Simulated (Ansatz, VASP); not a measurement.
# One calculation of Ti, two programs

INCAR

```
SYSTEM = Ti
  ALGO = Fast
  EDIFF = 1E-7
  EDIFFG = -0.001
  ENCUT = 600
  GGA = PS
  IBRION = 2
  ISIF = 3
  ISMEAR = -1
  LASPH = .True.
  LCHARG = .False.
  LREAL = .False.
  LWAVE = .False.
  NELM = 80
  NSW = 80
  PREC = Accurate
  SIGMA = 0.15
```

KPOINTS

```
k-points
0
Gamma
  18 18 10
  0 0 0
```

POSCAR

```
Ti
1.0
    2.9004352004      0.0000000000      0.0000000000
   -1.4502176002      2.5118505656      0.0000000000
    0.0000000000      0.0000000000      4.5909904469
Ti
2
Direct
    0.3333333333      0.6666666667      0.2500000000
    0.6666666667      0.3333333333      0.7500000000
```

Input for Ansatz:

```yaml
crystal:
  lattice:
    - [2.9004352004, 0.0, 0.0]
    - [-1.4502176002, 2.5118505656, 0.0]
    - [0.0, 0.0, 4.5909904469]
  atoms:
    - { symbol: Ti, position: [0.3333333333, 0.6666666667, 0.25] }
    - { symbol: Ti, position: [0.6666666667, 0.3333333333, 0.75] }
basis:
  ecutwfc: 420
kpoints:
  mp_grid: { grid: [18, 18, 10] }
hamiltonian:
  xc: pbesol
scf:
  occupations: { method: fermi_dirac, width: 0.15 }
output:
  forces: true
  stress: true
  eigenvalues: true
relax:
  adjacent_minimum: "off"
  f_tol: 0.001
  max_steps: 60
  cell: { stress_tol: 0.01 }
```

Alike in both runs: task relaxation of cell and atoms; functional PBEsol; k mesh 18 × 18 × 10; occupations fermi-dirac, width 0.15 eV; no spin polarisation.

```csv
,VASP,Ansatz
version,VASP 6.6.1,Ansatz 0.2.0
potentials or method,"VASP PAW PBE potentials, release 64 (Ti_sv), cutoff 600 eV","scalar-relativistic, plane waves, PAW"
valence electrons in the cell,24,24
```

Ansatz gave:

```
gap on the k mesh at the Fermi level, each at its own relaxed structure (eV)  : none
relaxed volume (Å³/atom)                                                      : 16.78
relaxed length of the cell vector where the two differ most in proportion (Å) : 2.902
```

Q: Estimate VASP's values.

A: gap on the k mesh at the Fermi level, each at its own relaxed structure (eV): none; relaxed volume (Å³/atom): 16.74; relaxed length of the cell vector where the two differ most in proportion (Å): 2.900.

VASP's potentials were made for PBE, not for PBEsol. A gap of «none» marks a metal or a gap that the smearing closes.
